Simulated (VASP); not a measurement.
Here is a VASP 6.6.1 calculation.

INCAR

```
PREC = Accurate
ENCUT = 500
EDIFF = 1E-6
ISMEAR = 0
SIGMA = 0.01
LREAL = False
LASPH = True
NELM = 120
ALGO = Normal
ISIF = 2
LWAVE = False
LCHARG = False
GGA = PS
NBANDS = 11
GGA_COMPAT = False
```

File KPOINTS:

```
regular mesh
0
Gamma
  8 8 8
```

The input POSCAR:

```
NaH
1.0
    2.3956768457      2.3956768457      0.0000000000
   -2.3956768457      2.3956768457      0.0000000000
    0.0000000000      2.3956768457      2.3956768457
Na H
1 1
Direct
    0.0000000000      0.0000000000      0.0000000000
    0.5000000000      0.5000000000      0.0000000000
```

Potentials or basis: VASP PAW PBE potentials, release 64 (Na_pv, H).

Command:

```console
$ cat potpaw_PBE.64/Na_pv/POTCAR potpaw_PBE.64/H/POTCAR > POTCAR
$ mpirun -np 1 vasp_std > vasp.out
```

(1) What does it give for the pressure?

(2) What does it give for the band gap on the k mesh?

Answers

(1) -0.1 GPa.

(2) 3.60 eV, indirect (least direct gap 4.51 eV).

Caveat: the PAW data sets were made with another functional, which shifts forces and pressure a little.
